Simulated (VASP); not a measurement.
FeO: single point with PBE

The system is FeO, a wire with vacuum.

```
Fe O
1.0
    10.70000    0.00000    0.00000
     0.00000    9.30000    0.00000
     0.00000    0.00000    2.05531
Fe O
1 1
Cartesian
  4.4775 4.6500 0.0000
  6.2225 4.6500 1.0277
```

| Quantity | Value |
| --- | --- |
| Program | VASP 6.6.1 |
| Task | single point |
| Functional | PBE |
| Potentials or basis | VASP PAW PBE potentials, release 64 (Fe, O) |
| Cutoff | 520 eV |
| k mesh | 1 × 1 × 31 |
| Occupations | gaussian, width 0.05 eV |
| Spin | collinear spin, ferromagnetic start |
| Starting moments | [3.79, 0.5] μB |

* Largest force: 2.569 eV/Å
* Net moment: 3.74 μB per cell
* Site moments: Fe +3.03; O +0.41 μB
* Valence electrons inside the program's atomic spheres: Fe 7.15; O 4.75

Forces in eV/Å, atoms in the order of the input:
```
Fe   2.569  0.000  0.000
O   -2.569  0.000  0.000
```

Levels at points of the mesh, in eV from the Fermi level:
Spin up:
```csv
k point,band 7,band 8,band 9,band 10,band 11,band 12
"(0.00, 0.00, 0.00)",-1.10,-1.03,-0.55,2.01,2.59,4.99
```
Spin down:
```
           k point  band 2  band 3  band 4  band 5  band 6  band 7  band 8  band 9
(0.00, 0.00, 0.00)   -4.60   -3.01   -2.55   -0.56    0.48    0.66    1.46    2.41
```

Run time: 2.8 min on 1 thread of Intel(R) Xeon(R) Platinum 8559C (Emerald Rapids) (shared host), peak memory 0.39 GiB.

Caveat: semilocal functionals often make such compounds metallic where correlation or magnetic order opens a gap, which also shifts bond lengths; only a ferromagnetic start was run, and an antiferromagnetic order may lie lower in energy. With open d or f shells a metallic result of PBE can be an artefact of self-interaction; +U or a hybrid may open a gap.
